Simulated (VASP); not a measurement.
# Pt (P6_3/mmc) in VASP: a series of runs

Runs on Pt. Level: PBEsol. Tasks: single point, relaxation of cell and atoms.

Program: VASP 6.6.1. These are calculated values, not measurements. Logs are shortened: lines on timing, memory, paths and dates and some standing lists are left out, and cuts for length are marked.

## (1) The cell of the first run

The structure is hexagonal, space group P6_3/mmc (No. 194). Conventional cell: a = 2.726 Å, b = 2.726 Å, c = 4.664 Å, α = 90.00°, β = 90.00°, γ = 120.00°. Within 3.6 Å of Pt (site symmetry -6m2) lie 12 Pt at 2.73 to 2.81 Å.

## (2) Single point, PBEsol

The input, INCAR:

```
  PREC = Accurate
  ENCUT = 520
  EDIFF = 1E-6
  ISMEAR = -1
  SIGMA = 0.1
  LREAL = False
  LASPH = True
  NELM = 60
  ALGO = Normal
  ISIF = 2
  LWAVE = False
  LCHARG = True
  GGA = PS
  LELF = True
  LVHAR = True
  NBANDS = 17
```

The input, KPOINTS:

```
regular mesh
0
Gamma
  16 16 9
```

The input, POSCAR:

```
Pt
1.0
    2.7262874966      0.0000000000      0.0000000000
   -1.3631437483      2.3610342300      0.0000000000
    0.0000000000      0.0000000000      4.6641998017
Pt
2
Direct
    0.3333333333      0.6666666667      0.2500000000
    0.6666666667      0.3333333333      0.7500000000
```

Potentials or basis: VASP PAW PBE potentials, release 64 (Pt).

Command:

```bash
> cat potpaw_PBE.64/Pt/POTCAR > POTCAR
> mpirun -np 1 vasp_std > vasp.out
```

OUTCAR:

```text
PREC = Accurate
   ENCUT = 520
   EDIFF = 1E-6
   ISMEAR = -1
   LREAL = False
   LASPH = True
   NELM = 60
   ISIF = 2
   GGA = PS

 ion  position               nearest neighbor table
   1  0.333  0.667  0.250-   2 2.81   2 2.81   2 2.81   2 2.81   2 2.81   2 2.81
   2  0.667  0.333  0.750-   1 2.81   1 2.81   1 2.81   1 2.81   1 2.81   1 2.81

  LATTYP: Found a hexagonal cell.
 ALAT       =     2.7262874966
 C/A-ratio  =     1.7108246315

  Lattice vectors:

 A1 = (   2.7262874966,   0.0000000000,   0.0000000000)
 A2 = (  -1.3631437483,   2.3610342300,   0.0000000000)
 A3 = (   0.0000000000,   0.0000000000,   4.6641998017)

Analysis of symmetry for initial positions (statically):
=====================================================================
 Subroutine PRICEL returns:
 Original cell was already a primitive cell.

 Routine SETGRP: Setting up the symmetry group for a
 hexagonal supercell.

 Subroutine GETGRP returns: Found 24 space group operations
 (whereof 12 operations were pure point group operations)
 out of a pool of 24 trial point group operations.

The static configuration has the point symmetry D_3d.
 The point group associated with its full space group is D_6h.

Analysis of symmetry for dynamics (positions and initial velocities):
=====================================================================
 Subroutine PRICEL returns:
 Original cell was already a primitive cell.

 Routine SETGRP: Setting up the symmetry group for a
 hexagonal supercell.

 Subroutine GETGRP returns: Found 24 space group operations
 (whereof 12 operations were pure point group operations)
 out of a pool of 24 trial point group operations.

The dynamic configuration has the point symmetry D_3d.
 The point group associated with its full space group is D_6h.

 Subroutine INISYM returns: Found 24 space group operations
 (whereof 12 operations are pure point group operations),
 and found     1 'primitive' translations

----------------------------------------------------------------------------------------

                                     Primitive cell

  volume of cell :      30.0228

  direct lattice vectors                    reciprocal lattice vectors
     2.726287497  0.000000000  0.000000000     0.366799173  0.211771601  0.000000000
    -1.363143748  2.361034230  0.000000000     0.000000000  0.423543203  0.000000000
     0.000000000  0.000000000  4.664199802     0.000000000  0.000000000  0.214399049

  length of vectors
     2.726287497  2.726287497  4.664199802     0.423543203  0.423543203  0.214399049

  position of ions in fractional coordinates (direct lattice)
     0.333333333  0.666666667  0.250000000
     0.666666667  0.333333333  0.750000000

  ion indices of the primitive-cell ions
   primitive index   ion index
                 1           1
                 2           2

----------------------------------------------------------------------------------------

 KPOINTS: regular mesh

Automatic generation of k-mesh.
 Grid dimensions read from file:
 generate k-points for:   16   16    9

 Generating k-lattice:

  Cartesian coordinates                     Fractional coordinates (reciprocal lattice)
     0.022924948  0.013235725  0.000000000     0.062500000  0.000000000  0.000000000
     0.000000000  0.026471450  0.000000000     0.000000000  0.062500000  0.000000000
     0.000000000  0.000000000  0.023822117     0.000000000  0.000000000  0.111111111

  Length of vectors
     0.026471450  0.026471450  0.023822117

  Shift w.r.t. Gamma in fractional coordinates (k-lattice)
     0.000000000  0.000000000  0.000000000

 Subroutine IBZKPT returns following result:
 ===========================================

 Found    150 irreducible k-points:

 Following reciprocal coordinates:
            Coordinates               Weight
  0.000000  0.000000  0.000000      1.000000
  0.062500  0.000000  0.000000      6.000000
  0.125000  0.000000  0.000000      6.000000
  0.187500  0.000000  0.000000      6.000000
  0.250000  0.000000  0.000000      6.000000
  0.312500 -0.000000  0.000000      6.000000
[... 16 lines left out ...]
  0.187500  0.187500  0.000000      6.000000
  0.250000  0.187500  0.000000     12.000000
 [... further k-points ...]
   k-points           NKPTS =    150   k-points in BZ     NKDIM =    150   number of bands    NBANDS=     17
   number of dos      NEDOS =    301   number of ions     NIONS =      2
   total plane-waves  NPLWV =  14400
   dimension x,y,z NGX =    20 NGY =   20 NGZ =   36
   dimension x,y,z NGXF=    40 NGYF=   40 NGZF=   72
   ions per type =               2
   NGX,Y,Z   is equivalent  to a cutoff of  12.20, 12.20, 12.83 a.u.
   NGXF,Y,Z  is equivalent  to a cutoff of  24.39, 24.39, 25.66 a.u.
 SYSTEM =  unknown system
   PREC   = accura    normal or accurate (medium, high low for compatibility)
   ISTART =      0    job   : 0-new  1-cont  2-samecut
   ICHARG =      2    charge: 1-file 2-atom 10-const
   ISPIN  =      1    spin polarized calculation?
   LNONCOLLINEAR =      F non collinear calculations
   LSORBIT =      F    spin-orbit coupling
   LASPH  =      T    aspherical Exc in radial PAW
   ENCUT  =  520.0 eV  38.22 Ry    6.18 a.u.   5.07  5.07  8.67*2*pi/ulx,y,z
   NELM   =     60;   NELMIN=  2; NELMDL= -5     # of ELM steps
   EDIFF  = 0.1E-05   stopping-criterion for ELM
   LREAL  =      F    real-space projection
   EDIFFG = 0.1E-04   stopping-criterion for IOM
   NSW    =      0    number of steps for IOM
   IBRION =     -1    ionic relax: 0-MD 1-quasi-New 2-CG
   NFREE  =      0    steps in history (QN), initial steepest desc. (CG)
   ISIF   =      2    stress and relaxation
   ISYM   =      2    0-nonsym 1-usesym 2-fastsym
   POTIM  = 0.5000    time-step for ionic-motion
   TEBEG  =    0.0;   TEEND  =   0.0 temperature during run
   PSTRESS=    0.0 pullay stress
   NELECT =      20.0000    total number of electrons
   NUPDOWN=      -1.0000    fix difference up-down
   EMIN   =  10.00;   EMAX   =-10.00  energy-range for DOS
   EFERMI =   0.00;   METHOD = LEGACY
   ISMEAR =    -1;   SIGMA  =   0.10  broadening in eV -4-tet -1-fermi 0-gaus
   EFERMI_NEDOS =   21; number of points for ismear=-14 and -15
   IALGO  =     38    algorithm
   IMIX   =      4    mixing-type and parameters
     AMIX     =   0.40;   BMIX     =  1.00
     AMIX_MAG =   1.60;   BMIX_MAG =  1.00
  volume/ion in A,a.u.               =      15.01       101.30
  Fermi-wavevector in a.u.,A,eV,Ry     =   1.429775  2.701884 27.813812  2.044258
  Thomas-Fermi vector in A             =   2.549692
   LORBIT       =      0    0 simple, 1 ext, 2 COOP (PROOUT), +10 PAW based schemes
   GGA     = PS    functional components
   LHFCALC =     F    Hartree Fock is set to
   AEXX    =    0.0000 exact exchange contribution
   IVDW    =     0    specifies the selected vdW correction
   LEPSILON=     F    determine dielectric tensor
   LRPA    =     F    only Hartree local field effects (RPA)
 non-spin polarized calculation
  energy-cutoff  :      520.00
  volume of cell :       30.02
 maximum number of plane-waves:       833
   NGX = 11   NGY = 11   NGZ = 17

 number of electron      19.9999999 magnetization

 Free energy of the ion-electron system (eV)
  ---------------------------------------------------
  ext. energy  EPLUGINS =         0.00000000
  ---------------------------------------------------
  free energy    TOTEN  =       -13.85647640 eV

  energy without entropy =      -13.74297298  energy(sigma->0) =      -13.79972469

 E-fermi :  11.1714     XC(G=0): -13.6525

 val. band max:       11.1641148931   @ k =   0.5000   0.0000   0.3333
 cond. band min:      11.1746748966   @ k =   0.1250   0.1250   0.4444
 fundamental gap:      0.0105600034
 Fermi energy:        11.1714199457

 k-point     1 :       0.0000    0.0000    0.0000
  band No.  band energies     occupation
      1       0.8349      2.00000
      2       3.6078      2.00000
      3       6.9800      2.00000
      4       7.4545      2.00000
      5       7.4545      2.00000
      6       7.8804      2.00000
[... 9 lines left out ...]
     16      28.4714      0.00000
     17      32.5152      0.00000

 k-point     2 :       0.0625    0.0000    0.0000
  band No.  band energies     occupation
      1       0.9820      2.00000
      2       3.7428      2.00000
      3       6.9445      2.00000
      4       7.4668      2.00000
      5       7.5697      2.00000
      6       7.8056      2.00000
[... 9 lines left out ...]
     16      28.6832      0.00000
     17      31.6500      0.00000

 k-point     3 :       0.1250    0.0000    0.0000
  band No.  band energies     occupation
      1       1.4092      2.00000
      2       4.1159      2.00000
      3       6.7805      2.00000
      4       7.4917      2.00000
      5       7.7328      2.00000
      6       7.9081      2.00000
[... 9 lines left out ...]
     16      28.8996      0.00000
     17      30.3778      0.00000

 k-point     4 :       0.1875    0.0000    0.0000
  band No.  band energies     occupation
      1       2.0683      2.00000
      2       4.5941      2.00000
      3       6.5908      2.00000
      4       7.2234      2.00000
      5       7.2580      2.00000
      6       8.0865      2.00000
[... 9 lines left out ...]
     16      28.7921      0.00000
     17      29.1035      0.00000

 k-point     5 :       0.2500    0.0000    0.0000
  band No.  band energies     occupation
      1       2.8581      2.00000
      2       4.8596      2.00000
      3       6.4394      2.00000
      4       6.6749      2.00000
      5       7.0807      2.00000
      6       8.2740      2.00000
[... 9 lines left out ...]
     16      27.2816      0.00000
     17      29.7583      0.00000

 k-point     6 :       0.3125   -0.0000    0.0000
  band No.  band energies     occupation
      1       3.5944      2.00000
      2       4.7571      2.00000
      3       5.8112      2.00000
      4       6.9014      2.00000
      5       7.3655      2.00000
      6       8.0047      2.00000
[... 9 lines left out ...]
     16      26.2820      0.00000
     17      27.9854      0.00000

 k-point     7 :       0.3750    0.0000    0.0000
  band No.  band energies     occupation
      1       4.0615      2.00000
      2       4.5404      2.00000
      3       5.3533      2.00000
      4       7.2294      2.00000
      5       7.7601      2.00000
      6       7.8286      2.00000
[... 9 lines left out ...]
     16      25.1028      0.00000
     17      25.4657      0.00000

 k-point     8 :       0.4375   -0.0000    0.0000
  band No.  band energies     occupation
      1       4.2319      2.00000
      2       4.3833      2.00000
      3       5.0750      2.00000
      4       7.6037      2.00000
      5       7.7046      2.00000
      6       7.7101      2.00000
[... 9 lines left out ...]
     16      23.4700      0.00000
     17      24.8757      0.00000
[... 203 lines left out ...]
      1       4.0114      2.00000
      2       5.1833      2.00000
      3       5.7837      2.00000
      4       6.4588      2.00000
      5       7.3191      2.00000
      6       7.4603      2.00000
[... 9 lines left out ...]
     16      26.6353      0.00000
     17      28.2886      0.00000

 k-point    20 :       0.3125    0.1250    0.0000
  band No.  band energies     occupation
      1       4.5175      2.00000
      2       4.9402      2.00000
      3       5.3902      2.00000
      4       6.9108      2.00000
      5       7.3556      2.00000
      6       7.7244      2.00000
[... 9 lines left out ...]
     16      25.8933      0.00000
     17      25.9259      0.00000

 k-point    21 :       0.3750    0.1250    0.0000
  band No.  band energies     occupation
      1       4.6912      2.00000
      2       4.7786      2.00000
      3       5.1478      2.00000
      4       7.3640      2.00000
      5       7.4520      2.00000
      6       7.7025      2.00000
[... 9 lines left out ...]
     16      23.9216      0.00000
     17      25.3726      0.00000

 k-point    22 :       0.4375    0.1250    0.0000
  band No.  band energies     occupation
      1       4.6760      2.00000
      2       4.7676      2.00000
      3       5.0660      2.00000
      4       7.4588      2.00000
      5       7.5110      2.00000
      6       7.7375      2.00000
[... 9 lines left out ...]
     16      23.0680      0.00000
     17      25.1227      0.00000

 k-point    23 :       0.1875    0.1875    0.0000
  band No.  band energies     occupation
      1       4.0387      2.00000
      2       5.6849      2.00000
      3       5.8865      2.00000
      4       5.8942      2.00000
      5       7.2688      2.00000
      6       7.3627      2.00000
[... 9 lines left out ...]
     16      26.9944      0.00000
     17      29.0986      0.00000

 k-point    24 :       0.2500    0.1875    0.0000
  band No.  band energies     occupation
      1       4.7428      2.00000
      2       5.5091      2.00000
      3       5.5377      2.00000
      4       6.2056      2.00000
      5       7.1908      2.00000
      6       7.5760      2.00000
[... 9 lines left out ...]
     16      26.5010      0.00000
     17      27.0956      0.00000

 [... further k-points ...]
[... 5 lines left out ...]
  --------------------------------------------------------------------------------------
  -------------------------------------------------------------------------------------
  Total        0.4231640      0.4231640      0.3947747     -0.0000000      0.0000000      0.0000000
  in kB       22.5823037     22.5823037     21.0672987     -0.0000000      0.0000000      0.0000000
  external PRESSURE =      22.0773020 kB  Pullay stress =       0.0000000 kB

 VOLUME and BASIS-vectors are now :
 -----------------------------------------------------------------------------
  energy-cutoff  :      520.00
  volume of cell :       30.02
      direct lattice vectors                 reciprocal lattice vectors
     2.726287497  0.000000000  0.000000000     0.366799173  0.211771601  0.000000000
    -1.363143748  2.361034230  0.000000000     0.000000000  0.423543203  0.000000000
     0.000000000  0.000000000  4.664199802     0.000000000  0.000000000  0.214399049

 POSITION                                       TOTAL-FORCE (eV/Angst)
 -----------------------------------------------------------------------------------
     -0.00000      1.57402      1.16605        -0.000000      0.000000      0.000000
      1.36314      0.78701      3.49815         0.000000      0.000000      0.000000
 -----------------------------------------------------------------------------------
    total drift:                               -0.000000      0.000000     -0.000000

  FREE ENERGIE OF THE ION-ELECTRON SYSTEM (eV)
  ---------------------------------------------------
  free  energy   TOTEN  =       -13.8564764011 eV

  energy  without entropy=      -13.7429729795  energy(sigma->0) =      -13.79972469
```

Wall time 77 s (1 thread of Intel Xeon 6975P-C, shared host); peak memory 0.18 GiB.

Results:

```
Free energy            : -13.8565 eV
Pressure               : 2.2 GPa
Band gap on the k mesh : zero (band 10 reaches 11.67 eV, above the bottom of band 11 at 10.34 eV)
```

Stress tensor (GPa, compression positive):
```
2.26 0.00 0.00
0.00 2.26 0.00
0.00 0.00 2.11
```

Levels at points of the mesh, in eV from the Fermi level:
```tsv
k point	band 6	band 7	band 8	band 9	band 10	band 11	band 12	band 13	band 14	band 15
(0.00, 0.00, 0.00)	-3.29	-3.29	-2.07	-2.07	-0.93	-0.26	-0.26	5.16	14.92	15.86
(0.50, 0.00, 0.00)	-3.17	-2.96	0.05	0.26	0.50	2.30	3.83	7.49	9.12	9.95
```

Caveat: the PAW data sets were made with another functional, which shifts forces and pressure a little; spin-orbit coupling is left out, which moves the levels of the heavy elements.

## (3) Single point, PBEsol

The input, INCAR:

```
SYSTEM = Pt
PREC = Accurate
ENCUT = 520
EDIFF = 1E-7
ISMEAR = -1
SIGMA = 0.1
LREAL = .False.
LASPH = .True.
NELM = 100
ALGO = Normal
ISIF = 2
LWAVE = .False.
LCHARG = .False.
GGA = PS
NBANDS = 17
```

The input, KPOINTS:

```
regular mesh
0
Gamma
  16 16 9
  0 0 0
```

The input, POSCAR:

```
Pt
1.0
    2.7258644988      0.0000000000      0.0000000000
   -1.3629322494      2.3606679032      0.0000000000
    0.0000000000      0.0000000000      4.6653602216
Pt
2
Direct
    0.3333333333      0.6666666667      0.2500000000
    0.6666666667      0.3333333333      0.7500000000
```

Potentials or basis: VASP PAW PBE potentials, release 64 (Pt).

Command:

```bash
> cat potpaw_PBE.64/Pt/POTCAR > POTCAR
> mpirun -np 1 vasp_std > vasp.out
```

Wall time 76 s (1 thread of Intel Xeon 6975P-C, shared host); peak memory 0.19 GiB.

It converged, with:

| Quantity | Value |
| --- | --- |
| Free energy | -13.8564 eV |
| Pressure | 2.2 GPa |
| Band gap on the k mesh | zero (band 10 reaches 11.67 eV, above the bottom of band 11 at 10.34 eV) |

Stress tensor (GPa, compression positive):
```
2.31 0.00 0.00
0.00 2.31 0.00
0.00 0.00 2.07
```

Levels at points of the mesh, in eV from the Fermi level:
```tsv
k point	band 8	band 9	band 10	band 11	band 12	band 13
(0.00, 0.00, 0.00)	-2.07	-2.07	-0.93	-0.26	-0.26	5.15
(0.50, 0.00, 0.00)	0.05	0.26	0.50	2.31	3.83	7.49
```

Caveat: the PAW data sets were made with another functional, which shifts forces and pressure a little; spin-orbit coupling is left out, which moves the levels of the heavy elements.

## (4) Relaxation of cell and atoms, PBEsol, target pressure 2.6 GPa, at which the enthalpy is minimised

This run uses another cell than the first one, of 14.92 Å³/atom, 0.994 times its volume.

The input, INCAR:

```
SYSTEM = Pt
ALGO = Normal ; EDIFF = 1E-6
EDIFFG = -0.005 ; ENCUT = 600
GGA = PS ; IBRION = 2
ISIF = 3 ; ISMEAR = -1
LASPH = .True. ; LCHARG = .False.
LREAL = .False. ; LWAVE = .False.
NELM = 80 ; NSW = 60
PREC = Accurate ; PSTRESS = 26.0
SIGMA = 0.1
```

The input, KPOINTS:

```
k-points
0
Gamma
  16 16 9
  0 0 0
```

The input, POSCAR:

```
Pt
1.0
    2.7706427372      0.0000000000      0.0000000000
   -1.3853213686      2.3994469952      0.0000000000
    0.0000000000      0.0000000000      4.4884412343
Pt
2
Direct
    0.3333333333      0.6666666667      0.2500000000
    0.6666666667      0.3333333333      0.7500000000
```

Command:

```bash
> cat potpaw_PBE.64/Pt/POTCAR > POTCAR
> mpirun -np 1 vasp_std > vasp.out
```

Run time: 2.7 min. Hardware: 1 thread of Intel Xeon Platinum 8375C at 2.90GHz (Ice Lake), shared host; peak memory 0.21 GiB.

The run converged. Its results:

* Free energy: -13.8559 eV
* Relaxed volume: 15.00 Å³/atom
* Relaxed cell: a = 2.726 Å, b = 2.726 Å, c = 4.659 Å, α = 90.00°, β = 90.00°, γ = 120.00°
* Space group after relaxing (to 0.05 Å): P6_3/mmc (No. 194)
* Energy change on relaxing (the enthalpy is what falls): -18.8 meV/atom
* Ionic steps: 7
* Pressure after relaxing: 2.6 GPa
* Band gap on the k mesh: zero (band 10 reaches 11.69 eV, above the bottom of band 11 at 10.35 eV)

The path:
```tsv
step	energy change (eV)	largest force (eV/Å)	pressure (GPa)	volume (Å³)
1	0.0000	0.0000	4.23	29.84
2	-0.0362	0.0000	-2.18	30.48
3	-0.0354	0.0000	-1.62	30.42
4	-0.0290	0.0000	5.08	29.78
5	-0.0383	0.0000	2.12	30.04
6	-0.0374	0.0000	2.69	29.98
7	-0.0376	0.0000	2.59	29.99
```

Final structure:
```
Pt
1.0
     2.72634    0.00000    0.00000
    -1.36317    2.36108    0.00000
     0.00000    0.00000    4.65936
Pt
2
Direct
  0.33333 0.66667 0.25000
  0.66667 0.33333 0.75000
```

Levels at points of the mesh, in eV from the Fermi level:
```
           k point  band 7  band 8  band 9  band 10  band 11  band 12  band 13  band 14
(0.00, 0.00, 0.00)   -3.29   -2.09   -2.09    -0.92    -0.26    -0.26     5.18    14.91
(0.50, 0.00, 0.00)   -2.97    0.06    0.25     0.49     2.30     3.83     7.50     9.13
```

Caveat: the cell is relaxed towards a set pressure, so the enthalpy falls and the energy may rise; the PAW data sets were made with another functional, which shifts forces and pressure a little; spin-orbit coupling is left out, which moves the levels of the heavy elements.

## (5) Summary

```tsv
task	cell	cutoff (eV)	gap on the mesh (eV)	pressure (GPa)
single point	a = 2.726, b = 2.726, c = 4.664 Å, angles 90.0, 90.0, 120.0°, 2 atoms	520	none	2.2
single point	a = 2.726, b = 2.726, c = 4.665 Å, angles 90.0, 90.0, 120.0°, 2 atoms	520	none	2.2
relaxation of cell and atoms	relaxed to 2.6 GPa from a = 2.771, b = 2.771, c = 4.488 Å, angles 90.0, 90.0, 120.0°, 2 atoms	600	none	2.6
```

Alike in all rows: level PBEsol; potentials or basis VASP PAW PBE potentials, release 64 (Pt); no spin polarisation; k mesh 16 × 16 × 9; smearing fermi-dirac 0.1 eV.

Caveats: the PAW data sets were made with another functional, which shifts forces and pressure a little; spin-orbit coupling is left out, which moves the levels of the heavy elements; the cell is relaxed towards a set pressure, so the enthalpy falls and the energy may rise (some runs).

Absolute energies hang on the potentials; compare differences alone.
